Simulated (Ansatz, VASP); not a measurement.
## Al2Cu in VASP and in Ansatz

File POSCAR:

```
Al2Cu
1.0
    4.1051820000      0.0000000000      0.0000000000
    0.0000000000      4.1051820000      0.0000000000
    0.0000000000      0.0000000000      2.8913130000
Al Cu
2 1
Direct
    0.5000000000      0.0000000000      0.5000000000
    0.0000000000      0.5000000000      0.5000000000
    0.0000000000      0.0000000000      0.0000000000
```

The input INCAR.step1:

```
SYSTEM = Al2Cu
ALGO = Normal
EDIFF = 1E-4
ENCUT = 520
GGA = PE
ISMEAR = 0
LASPH = .TRUE.
LCHARG = .FALSE.
LREAL = .FALSE.
LWAVE = .TRUE.
NBANDS = 16
NELM = 100
PREC = Accurate
SIGMA = 0.1
```

The input INCAR.step2:

```
SYSTEM = Al2Cu
ALGO = Normal
EDIFF = 1E-7
ENCUT = 520
ISIF = 2
ISMEAR = 0
ISTART = 1
LASPH = .TRUE.
LCHARG = .FALSE.
LMIXTAU = .TRUE.
LREAL = .FALSE.
LWAVE = .FALSE.
METAGGA = R2SCAN
NBANDS = 16
NELM = 100
PREC = Accurate
SIGMA = 0.1
```

Contents of KPOINTS:

```
k-points
0
G
  6 6 10
  0 0 0
```

Input for Ansatz:

```yaml
crystal:
  lattice:
    - [4.105182, 0.0, 0.0]
    - [0.0, 4.105182, 0.0]
    - [0.0, 0.0, 2.891313]
  atoms:
    - { symbol: Al, position: [0.5, 0.0, 0.5] }
    - { symbol: Al, position: [0.0, 0.5, 0.5] }
    - { symbol: Cu, position: [0.0, 0.0, 0.0] }
basis:
  ecutwfc: 500
kpoints:
  mp_grid: { grid: [6, 6, 10] }
hamiltonian:
  xc: r2scan
scf:
  occupations: { method: gaussian, width: 0.1 }
output:
  forces: true
  stress: true
  eigenvalues: true
```

Alike in both runs: task single point; functional r2SCAN; k mesh 6 × 6 × 10; occupations gaussian, width 0.1 eV; no spin polarisation.

|  | VASP | Ansatz |
| --- | --- | --- |
| version | VASP 6.6.1 | Ansatz 0.2.0 |
| potentials or method | VASP PAW PBE potentials, release 64 (Al, Cu), cutoff 520 eV | scalar-relativistic, plane waves, PAW |
| valence electrons in the cell | 17 | 25 |

```csv
,VASP,Ansatz,Ansatz less VASP
gap on the k mesh at the Fermi level (eV),none,none,-
pressure (GPa),-2.1,-2.1,+0.09
"traceless stress, the component that is largest in VASP (GPa)",1.08,1.04,-0.038
```

VASP's potentials were made for PBE, not for r2SCAN. A gap of «none» marks a metal or a gap that the smearing closes. With one functional, cell and mesh, what is left measures potentials, basis and numerics. VASP's potentials hold 17 valence electrons a cell and Ansatz's 25, so a difference there can come from the potentials and not from the codes.
